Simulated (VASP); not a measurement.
Set up this calculation in VASP 6.6.1, as the native input.

```
Task                   : single point
Functional             : PBEsol
Potentials or basis    : VASP PAW PBE potentials, release 64 (Ta_pv, N)
Cutoff                 : 520 eV
k mesh                 : 18 × 18 × 18
Occupations            : gaussian, width 0.15 eV
Spin                   : no spin polarisation
Dipole correction      : no
Further INCAR settings : ALGO = Normal; EDIFF = 1e-07; NBANDS = 15
```

The structure of TaN lies in POSCAR:

```
TaN
1.0
    0.0000000000      2.1790000000      2.1245250000
    2.1790000000      0.0000000000      2.1245250000
    2.1790000000      2.1790000000      0.0000000000
Ta N
1 1
Direct
    0.5000000000      0.5000000000      0.5000000000
    0.0000000000      0.0000000000      0.0000000000
```

This cell differs from its parent crystal: strain +0.000 along x and y, -0.025 along z.

The input as run:

INCAR

```
PREC = Accurate
ENCUT = 520
EDIFF = 1E-7
ISMEAR = 0
SIGMA = 0.15
LREAL = F
LASPH = T
NELM = 80
ALGO = Normal
ISIF = 2
LWAVE = F
LCHARG = F
GGA = PS
NBANDS = 15
```

KPOINTS

```
Automatic mesh
0
Gamma
  18 18 18
```

Potentials or basis: VASP PAW PBE potentials, release 64 (Ta_pv, N).

Run with:

```bash
$ cat potpaw_PBE.64/Ta_pv/POTCAR potpaw_PBE.64/N/POTCAR > POTCAR
$ mpirun -np 1 vasp_std > vasp.out
```

It gave:

| Item | Value |
| --- | --- |
| Pressure | 16.3 GPa |
| Band gap on the k mesh | zero (bands 8 and 9 overlap by 4.33 eV) |

Caveat: the cell differs from its parent crystal (strain +0.000 along x and y, -0.025 along z); the stress differs along the axes, from 10 to 30 GPa; the PAW data sets were made with another functional, which shifts forces and pressure a little; spin-orbit coupling is left out, which moves the levels of the heavy elements.

Wall time 3.4 min on 1 thread of Intel Xeon 8259CL, with other jobs on the host, peak memory 0.26 GiB.
